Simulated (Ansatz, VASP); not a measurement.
# CS2: VASP beside Ansatz

```
S C
1.0
     9.28318    0.00000    0.00000
     0.00000    9.28318    0.00000
     0.00000    0.00000    9.28318
S C
16 8
Direct
  0.19255 0.69622 0.16411
  0.96872 0.73097 0.91583
  0.81384 0.53218 0.35400
  0.50081 0.44827 0.26521
  0.13708 0.75347 0.54865
  0.46296 0.80333 0.61481
  0.11351 0.08592 0.81209
  0.98368 0.33338 0.99810
  0.89106 0.98650 0.25851
  0.14272 0.17066 0.38201
  0.58607 0.49871 0.88467
  0.36335 0.38969 0.65756
  0.50861 0.07992 0.32982
  0.55981 0.81430 0.13041
  0.61828 0.07558 0.87293
  0.76465 0.19469 0.59528
  0.08073 0.71212 0.03985
  0.65691 0.49094 0.31077
  0.30036 0.77793 0.58175
  0.04900 0.20988 0.90515
  0.01673 0.07867 0.31991
  0.47423 0.44502 0.77114
  0.53374 0.94756 0.22954
  0.69124 0.13558 0.73418
```

Alike in both runs: functional PBE; dispersion D3(BJ); k mesh 1 × 1 × 1; occupations fermi-dirac, width 0.05 eV; no spin polarisation.

Ansatz relaxed the structure, and its values are those at the end. VASP's run is a single point on that final structure, the one shown.

```csv
,VASP,Ansatz
version,VASP 6.6.1,Ansatz 0.2.0
potentials or method,"VASP PAW PBE potentials, release 64 (S, C), cutoff 520 eV","scalar-relativistic, plane waves, PAW"
valence electrons in the cell,128,128
```

Ansatz gave:

```
gap on the k mesh at the Fermi level (eV) : 3.10
rms of the force components (eV/Å)        : 0.055
```

**Question.** Which values does VASP return?

**Answer.** gap on the k mesh at the Fermi level (eV): 3.11; rms of the force components (eV/Å): 0.082.

Ansatz's warnings: xc potential rough in thin density.
